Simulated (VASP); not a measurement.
# Be2N (P1) in VASP: settings compared

The runs below take Be2N through single point, with PBE, r2SCAN.

All numbers are computed with VASP 6.6.1; they aren't measurements. Logs are shortened: lines on timing, memory, paths and dates and some standing lists are left out, and cuts for length are marked.

## Step 1: The cell of the first run

The typed cell holds 3 atoms: a = 3.097 Å, b = 3.097 Å, c = 3.098 Å, α = 90.00°, β = 90.00°, γ = 120.00°.

## Step 2: Single point, PBE

Input file INCAR:

```
SYSTEM = Be2N
PREC = Accurate
ENCUT = 520
EDIFF = 1E-6
ISMEAR = 0
SIGMA = 0.05
LREAL = .FALSE.
LASPH = .TRUE.
NELM = 80
ALGO = Normal
ISIF = 2
LWAVE = .FALSE.
LCHARG = .FALSE.
GGA = PE
NBANDS = 12
```

Input file KPOINTS:

```
regular mesh
0
G
  7 7 6
  0 0 0
```

Input file POSCAR:

```
Be2N
1.0
    3.0968042800      0.0000000000      0.0000000000
   -1.5484021400      2.6819111700      0.0000000000
    0.0000000000      0.0000000000      3.0975262500
Be N
2 1
Direct
    0.3266240000      0.6499660000      0.4793090000
    0.6684870000      0.3273310000      0.5228300000
   -0.0114050000     -0.0029040000     -0.0024040000
```

Potentials or basis: VASP PAW PBE potentials, release 64 (Be, N).

Run with:

```console
$ cat potpaw_PBE.64/Be/POTCAR potpaw_PBE.64/N/POTCAR > POTCAR
$ mpirun -np 1 vasp_std > vasp.out
```

OUTCAR:

```text
SYSTEM = Be2N
   PREC = Accurate
   ENCUT = 520
   EDIFF = 1E-6
   ISMEAR = 0
   LREAL = .FALSE.
   LASPH = .TRUE.
   NELM = 80
   ISIF = 2
   GGA = PE

 ion  position               nearest neighbor table
   1  0.327  0.650  0.479-   2 1.77   2 1.79   2 1.82
   2  0.668  0.327  0.523-   1 1.77   1 1.79   1 1.82
   3  0.989  0.997  0.998-

  LATTYP: Found a hexagonal cell.
 ALAT       =     3.0968042800
 C/A-ratio  =     1.0002331339

  Lattice vectors:

 A1 = (   3.0968042800,   0.0000000000,   0.0000000000)
 A2 = (  -1.5484021400,   2.6819111700,   0.0000000000)
 A3 = (   0.0000000000,   0.0000000000,   3.0975262500)

Analysis of symmetry for initial positions (statically):
=====================================================================
 Subroutine PRICEL returns:
 Original cell was already a primitive cell.

 Routine SETGRP: Setting up the symmetry group for a
 hexagonal supercell.

 Subroutine GETGRP returns: Found  1 space group operations
 (whereof  1 operations were pure point group operations)
 out of a pool of 24 trial point group operations.

The static configuration has the point symmetry C_1 .

Analysis of symmetry for dynamics (positions and initial velocities):
=====================================================================
 Subroutine PRICEL returns:
 Original cell was already a primitive cell.

 Routine SETGRP: Setting up the symmetry group for a
 hexagonal supercell.

 Subroutine GETGRP returns: Found  1 space group operations
 (whereof  1 operations were pure point group operations)
 out of a pool of 24 trial point group operations.

The dynamic configuration has the point symmetry C_1 .

 Subroutine INISYM returns: Found  1 space group operations
 (whereof  1 operations are pure point group operations),
 and found     1 'primitive' translations

----------------------------------------------------------------------------------------

                                     Primitive cell

  volume of cell :      25.7261

  direct lattice vectors                    reciprocal lattice vectors
     3.096804280  0.000000000  0.000000000     0.322913529  0.186434214  0.000000000
    -1.548402140  2.681911170  0.000000000     0.000000000  0.372868427  0.000000000
     0.000000000  0.000000000  3.097526250     0.000000000  0.000000000  0.322838265

  length of vectors
     3.096804280  3.096804274  3.097526250     0.372868427  0.372868427  0.322838265

  position of ions in fractional coordinates (direct lattice)
     0.326624000  0.649966000  0.479309000
[... 91 lines left out ...]
   NELECT =       9.0000    total number of electrons
   NUPDOWN=      -1.0000    fix difference up-down
   EMIN   =  10.00;   EMAX   =-10.00  energy-range for DOS
   EFERMI =   0.00;   METHOD = LEGACY
   ISMEAR =     0;   SIGMA  =   0.05  broadening in eV -4-tet -1-fermi 0-gaus
   EFERMI_NEDOS =   21; number of points for ismear=-14 and -15
   IALGO  =     38    algorithm
   IMIX   =      4    mixing-type and parameters
     AMIX     =   0.40;   BMIX     =  1.00
     AMIX_MAG =   1.60;   BMIX_MAG =  1.00
  volume/ion in A,a.u.               =       8.58        57.87
  Fermi-wavevector in a.u.,A,eV,Ry     =   1.153536  2.179868 18.104540  1.330646
  Thomas-Fermi vector in A             =   2.290180
   LORBIT       =      0    0 simple, 1 ext, 2 COOP (PROOUT), +10 PAW based schemes
   GGA     = PE    functional components
   LHFCALC =     F    Hartree Fock is set to
   AEXX    =    0.0000 exact exchange contribution
   IVDW    =     0    specifies the selected vdW correction
   LEPSILON=     F    determine dielectric tensor
   LRPA    =     F    only Hartree local field effects (RPA)
 non-spin polarized calculation
 Gauss-broadening in eV      SIGMA  =   0.05
  energy-cutoff  :      520.00
  volume of cell :       25.73
 maximum number of plane-waves:       702
   NGX = 11   NGY = 11   NGZ = 11

 number of electron       9.0000000 magnetization

 Free energy of the ion-electron system (eV)
  ---------------------------------------------------
  ext. energy  EPLUGINS =         0.00000000
  ---------------------------------------------------
  free energy    TOTEN  =       -10.47574265 eV

  energy without entropy =      -10.47439963  energy(sigma->0) =      -10.47507114

 E-fermi :   5.2642     XC(G=0): -10.7112

 val. band max:        5.2566570763   @ k =  -0.4286   0.2857   0.3333
 cond. band min:       5.2756032421   @ k =   0.4286   0.4286   0.5000
 fundamental gap:      0.0189461658
 Fermi energy:         5.2642046056

 k-point     1 :       0.0000    0.0000    0.0000
  band No.  band energies     occupation
      1     -10.1280      2.00000
      2       2.1117      2.00000
      3       3.1804      2.00000
      4       4.1348      2.00000
      5       4.1988      2.00000
      6       8.0251      0.00000
      7       8.3789      0.00000
      8      12.5013      0.00000
      9      14.0451      0.00000
     10      17.0491      0.00000
     11      17.4674      0.00000
     12      19.2710      0.00000
[... 331 lines left out ...]
 k-point    24 :      -0.2857   -0.4286    0.0000
  band No.  band energies     occupation
      1      -8.5081      2.00000
      2      -1.1039      2.00000
      3      -0.0540      2.00000
      4       4.0644      2.00000
      5       5.4151      0.00002
      6       8.8862      0.00000
      7       9.0476      0.00000
      8      11.2575      0.00000
      9      13.1162      0.00000
     10      16.9652      0.00000
     11      17.0326      0.00000
     12      21.6259      0.00000

 [... further k-points ...]

------------------------ aborting loop because EDIFF is reached ----------------------------------------

  FORCE on cell =-STRESS in cart. coord.  units (eV):
  Direction    XX          YY          ZZ          XY          YZ          ZX
  --------------------------------------------------------------------------------------
  -------------------------------------------------------------------------------------
  Total        5.8386414      4.2979037     -8.5398270      0.2519385     -0.0637294     -0.0170835
  in kB      363.6212357    267.6665617   -531.8467535     15.6903237     -3.9689623     -1.0639318
  external PRESSURE =      33.1470146 kB  Pullay stress =       0.0000000 kB

 VOLUME and BASIS-vectors are now :
 -----------------------------------------------------------------------------
  energy-cutoff  :      520.00
  volume of cell :       25.73
      direct lattice vectors                 reciprocal lattice vectors
     3.096804280  0.000000000  0.000000000     0.322913529  0.186434214  0.000000000
    -1.548402140  2.681911170  0.000000000     0.000000000  0.372868427  0.000000000
     0.000000000  0.000000000  3.097526250     0.000000000  0.000000000  0.322838265

 POSITION                                       TOTAL-FORCE (eV/Angst)
 -----------------------------------------------------------------------------------
      0.00508      1.74315      1.48467         0.254266      0.386104     -1.235034
      1.56333      0.87787      1.61948        -0.080044     -0.492651      1.393672
      1.51758      2.67412      3.09008        -0.174222      0.106547     -0.158638
 -----------------------------------------------------------------------------------
    total drift:                               -0.000023     -0.000003     -0.000073

  FREE ENERGIE OF THE ION-ELECTRON SYSTEM (eV)
  ---------------------------------------------------
  free  energy   TOTEN  =       -10.4757426503 eV

  energy  without entropy=      -10.4743996304  energy(sigma->0) =      -10.47507114
```

stdout:

```text
POSCAR found type information on POSCAR BeN
 POSCAR found :  2 types and       3 ions
 scaLAPACK will be used
 LDA part: xc-table for (Slater+PW92), standard interpolation
 POSCAR, INCAR and KPOINTS ok, starting setup
 FFT: planning ... GRIDC
 FFT: planning ... GRID_SOFT
 FFT: planning ... GRID
 WAVECAR not read
 entering main loop
```

It took 39 s on 1 thread of Intel Xeon 8259CL, shared host; peak memory 0.16 GiB.

Results:

- Free energy: -10.4757 eV
- Pressure: 3.3 GPa
- Largest force: 1.480 eV/Å
- Band gap on the k mesh: zero (an odd number of electrons rules out a gap without spin polarisation)

Forces in eV/Å, atoms in the order of the input:
```
Be   0.254  0.386 -1.235
Be  -0.080 -0.493  1.394
N   -0.174  0.107 -0.159
```

Stress tensor (GPa, compression positive):
```
 36.36   1.57  -0.11
  1.57  26.77  -0.40
 -0.11  -0.40 -53.18
```

Levels at points of the mesh, in eV from the Fermi level:
| k point | band 2 | band 3 | band 4 | band 5 | band 6 | band 7 |
| --- | --- | --- | --- | --- | --- | --- |
| (0.00, 0.00, 0.00) | -3.15 | -2.08 | -1.13 | -1.07 | 2.76 | 3.11 |
| (0.00, 0.00, 0.50) | -8.30 | -0.43 | -0.40 | 2.28 | 3.55 | 3.93 |

Caveat: the stress differs along the axes, from -53 to 36 GPa; forces of over 1 eV/Å act on the atoms, so gaps and moduli don't describe the material at rest.

(Part 1 of 2 ends here.)

The gap in the log of VASP goes by the Fermi energy; the results here count the filled bands.